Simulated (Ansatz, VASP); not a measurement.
Cu: VASP beside Ansatz

The input INCAR:

```
PREC = Accurate ; ENCUT = 520
EDIFF = 1E-7 ; ISMEAR = 0
SIGMA = 0.15 ; LREAL = False
LASPH = True ; NELM = 100
ALGO = Fast ; ISIF = 2
LWAVE = False ; LCHARG = False
GGA = PE ; NBANDS = 18
```

File KPOINTS:

```
Automatic mesh
0
Gamma
  21 21 12
```

POSCAR

```
Cu
1.0
    2.4664113939      0.0000000000      0.0000000000
   -1.2332056970      2.1359749233      0.0000000000
    0.0000000000      0.0000000000      4.5436230698
Cu
2
Direct
    0.3333333333      0.6666666667      0.2500000000
    0.6666666667      0.3333333333      0.7500000000
```

Input for Ansatz:

```yaml
crystal:
  lattice:
    - [2.4664113939, 0.0, 0.0]
    - [-1.233205697, 2.1359749233, 0.0]
    - [0.0, 0.0, 4.5436230698]
  atoms:
    - { symbol: Cu, position: [0.3333333333, 0.6666666667, 0.25] }
    - { symbol: Cu, position: [0.6666666667, 0.3333333333, 0.75] }
basis:
  ecutwfc: 520.0
kpoints:
  mp_grid: { grid: [21, 21, 12] }
hamiltonian:
  xc: pbe
scf:
  occupations: { method: gaussian, width: 0.15 }
output:
  forces: true
  stress: true
  eigenvalues: true
```

Alike in both runs: task single point; functional PBE; k mesh 21 × 21 × 12; occupations gaussian, width 0.15 eV; no spin polarisation.

|  | VASP | Ansatz |
| --- | --- | --- |
| version | VASP 6.6.1 | Ansatz 0.2.0 |
| potentials or method | VASP PAW PBE potentials, release 64 (Cu), cutoff 520 eV | scalar-relativistic, plane waves, PAW |
| valence electrons in the cell | 22 | 38 |

|  | VASP | Ansatz | Ansatz less VASP |
| --- | --- | --- | --- |
| gap on the k mesh at the Fermi level (eV) | none | none | - |
| pressure (GPa) | 3.1 | 2.5 | -0.60 |
| traceless stress, the component that is largest in VASP (GPa) | -13.81 | -13.78 | +0.032 |

A gap of «none» marks a metal or a gap that the smearing closes. VASP's potentials hold 22 valence electrons a cell and Ansatz's 38, so a difference there can come from the potentials and not from the codes.
